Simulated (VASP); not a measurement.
## MgO: single point with r2SCAN

MgO:

```
Mg O
1.0
     3.22245    0.00000    0.00000
    -1.61123    2.79073    0.00000
     0.00000    0.00000    4.93368
Mg O
2 2
Direct
  0.33333 0.66667 0.98952
  0.66667 0.33333 0.48952
  0.33333 0.66667 0.38548
  0.66667 0.33333 0.88548
```

This cell differs from its parent crystal: strain -2.0%.

```yaml
Program: VASP 6.6.1
Task: single point
Functional: r2SCAN
Potentials_or_basis: VASP PAW PBE potentials, release 64 (Mg, O)
Cutoff: 520 eV
k_mesh: 12 × 12 × 6
Occupations: gaussian, width 0.01 eV
Spin: no spin polarisation
Dipole_correction: no
Further_INCAR_settings: ALGO = Normal; EDIFF = 1e-07; NBANDS = 16
```

```yaml
Pressure: 8.2 GPa
Band_gap_on_the_k_mesh: 4.56 eV, direct
```

Stress tensor (GPa, compression positive):
```
8.89 0.00 0.00
0.00 8.89 0.00
0.00 0.00 6.86
```

Levels at points of the mesh, in eV from the valence-band top:
```tsv
k point	band 6	band 7	band 8	band 9	band 10	band 11
(0.00, 0.00, 0.00)	-0.41	-0.41	0.00	4.56	9.92	11.68
(0.50, 0.00, 0.00)	-1.29	-0.83	-0.49	8.87	9.10	10.61
(0.00, 0.00, 0.50)	-0.58	-0.58	-0.58	7.13	7.13	14.73
(0.50, 0.00, 0.50)	-0.92	-0.75	-0.75	8.42	8.42	12.31
```

It took 120 s on 1 thread of Intel(R) Xeon(R) Platinum 8259CL CPU @ 2.50GHz (Skylake/Cascade Lake), on a shared host, peak memory 0.2 GiB.

Caveat: the cell differs from its parent crystal (strain -2.0%); the PAW data sets were made with another functional, which shifts forces and pressure a little. A k mesh can miss the band edges.
